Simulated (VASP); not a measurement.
Wanted: the native input for a VASP 6.6.1 run.

```
Task                   : single point
Functional             : PBEsol
Potentials or basis    : VASP PAW PBE potentials, release 64 (Al, Cu)
Cutoff                 : 520 eV
k mesh                 : 10 × 10 × 10
Occupations            : gaussian, width 0.1 eV
Spin                   : no spin polarisation
Hubbard terms          : Cu d U = 4.0 eV
Dipole correction      : no
Further INCAR settings : ALGO = Normal; EDIFF = 1e-07; NBANDS = 26
```

The structure of Al2Cu lies in POSCAR:

```
Al2Cu
1.0
   -2.9965506915      2.9965506915      2.4139243092
    2.9965506915     -2.9965506915      2.4139243092
    2.9965506915      2.9965506915     -2.4139243092
Al Cu
4 2
Direct
    0.1593199578      0.6593199578      0.8186399157
    0.6593199578      0.8406800422      0.5000000000
    0.8406800422      0.3406800422      0.1813600843
    0.3406800422      0.1593199578      0.5000000000
    0.7500000000      0.7500000000      0.0000000000
    0.2500000000      0.2500000000      0.0000000000
```

The input as run:

INCAR

```
ALGO = Normal ; EDIFF = 1E-7
ENCUT = 520 ; GGA = PS
ISIF = 2 ; ISMEAR = 0
LASPH = T ; LCHARG = T
LDAU = T ; LDAUJ = 0 0
LDAUL = -1 2 ; LDAUPRINT = 1
LDAUTYPE = 2 ; LDAUU = 0 4
LELF = T ; LMAXMIX = 4
LREAL = F ; LVHAR = T
LWAVE = F ; NBANDS = 26
NELM = 150 ; PREC = Accurate
SIGMA = 0.1
```

KPOINTS

```
k-points
0
Gamma
  10 10 10
```

Potentials or basis: VASP PAW PBE potentials, release 64 (Al, Cu).

Run with:

```sh
$ cat potpaw_PBE.64/Al/POTCAR potpaw_PBE.64/Cu/POTCAR > POTCAR
$ mpirun -np 1 vasp_std > vasp.out
```

It gave:

| Quantity | Value |
| --- | --- |
| Pressure | -0.2 GPa |
| Largest force | 0.041 eV/Å |
| Band gap on the k mesh | zero (bands 17 and 18 overlap by 4.50 eV) |

Caveat: the PAW data sets were made with another functional, which shifts forces and pressure a little; U without spin polarisation on a metal has little footing; the U is typed as a test and isn't derived for this compound.

It took 3.4 min on 1 thread of Intel(R) Xeon(R) Platinum 8375C CPU @ 2.90GHz (Ice Lake) (shared host), peak memory 0.33 GiB.
